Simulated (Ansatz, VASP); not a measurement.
**One calculation of PbO, two programs**

The input INCAR:

```
SYSTEM = PbO
ALGO     = Normal         ! electronic algorithm
EDIFF    = 1E-6           ! SCF threshold, eV
EDIFFG   = -0.005         ! ionic threshold
ENCUT    = 600            ! plane-wave cutoff, eV
GGA      = PE             ! functional
IBRION   = 2              ! ionic algorithm
ISIF     = 3              ! what is computed and relaxed
ISMEAR   = -1             ! smearing method
LASPH    = .True.         ! aspherical terms in the spheres
LCHARG   = .False.        ! write CHGCAR
LREAL    = .False.        ! projectors in reciprocal space
LWAVE    = .False.        ! write WAVECAR
NELM     = 100            ! most SCF steps
NSW      = 100            ! ionic steps
PREC     = Accurate       ! precision mode
SIGMA    = 0.05           ! smearing width, eV
```

The input KPOINTS:

```
k-points
0
Gamma
  12 12 12
  0 0 0
```

The input POSCAR:

```
PbO
1.0
    0.0000000000      2.3131666536      2.3131666536
    2.3131666536      0.0000000000      2.3131666536
    2.3131666536      2.3131666536      0.0000000000
Pb O
1 1
Direct
    0.0000000000      0.0000000000      0.0000000000
    0.5000000000      0.5000000000      0.5000000000
```

Input for Ansatz:

```yaml
crystal:
  lattice:
    - [0.0, 2.3131666536, 2.3131666536]
    - [2.3131666536, 0.0, 2.3131666536]
    - [2.3131666536, 2.3131666536, 0.0]
  atoms:
    - { symbol: Pb, position: [0.0, 0.0, 0.0] }
    - { symbol: O, position: [0.5, 0.5, 0.5] }
kpoints:
  mp_grid: { grid: [12, 12, 12] }
scf:
  occupations: { method: fermi_dirac, width: 0.05 }
hamiltonian:
  xc: pbe
  pseudopotentials: { kind: paw }
output:
  forces: true
  stress: true
relax:
  f_tol: 0.005
  max_steps: 80
  cell: {}
```

Alike in both runs: task relaxation of cell and atoms; functional PBE; k mesh 12 × 12 × 12; occupations fermi-dirac, width 0.05 eV; no spin polarisation.

|  | VASP | Ansatz |
| --- | --- | --- |
| version | VASP 6.6.1 | Ansatz 0.2.0 |
| potentials or method | VASP PAW PBE potentials, release 64 (Pb_d, O) | PAW with Ansatz's default frozen-core files, scalar-relativistic |
| plane-wave cutoff (eV) | 600 | 420 |
| valence electrons in the cell | 20 | 20 |

```csv
,VASP,Ansatz,Ansatz less VASP
relaxed volume (Å³/atom),18.16,18.24,+0.084
relaxed cell length with the largest relative difference (Å),3.717,3.723,+0.0057
```

Neither program's run includes spin-orbit coupling. Noted on VASP's run: the volume moved by over 15 % at a fixed basis, so the end points are rough.
